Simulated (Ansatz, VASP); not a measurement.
## Two plane-wave programs on NaCl

```
Cl Na
1.0
     0.00000    2.79406    2.79406
     2.79406    0.00000    2.79406
     2.79406    2.79406    0.00000
Cl Na
1 1
Cartesian
  2.7941 2.7941 2.7941
  0.0000 0.0000 0.0000
```

Alike in both runs: task single point; functional PBE; k mesh 8 × 8 × 8; occupations gaussian, width 0.029 eV; no spin polarisation.

|  | VASP | Ansatz |
| --- | --- | --- |
| version | VASP 6.6.1 | Ansatz 0.2.0 |
| potentials or method | VASP PAW PBE potentials, release 64 (Cl, Na_pv) | Ansatz PAW |
| plane-wave cutoff (eV) | 520 | 420 |
| valence electrons in the cell | 14 | 16 |

|  | VASP | Ansatz | Ansatz less VASP |
| --- | --- | --- | --- |
| gap on the k mesh at the Fermi level (eV) | 5.22 | 5.22 | 0.000 |
| least direct gap on the mesh (eV) | 5.22 | 5.22 | 0.000 |
| pressure (GPa) | 1.5 | 1.5 | +0.02 |

The functional is the same, so the differences come from potentials, cutoffs and numerics. VASP's potentials hold 14 valence electrons a cell and Ansatz's 16, so a difference there can come from the potentials and not from the codes.
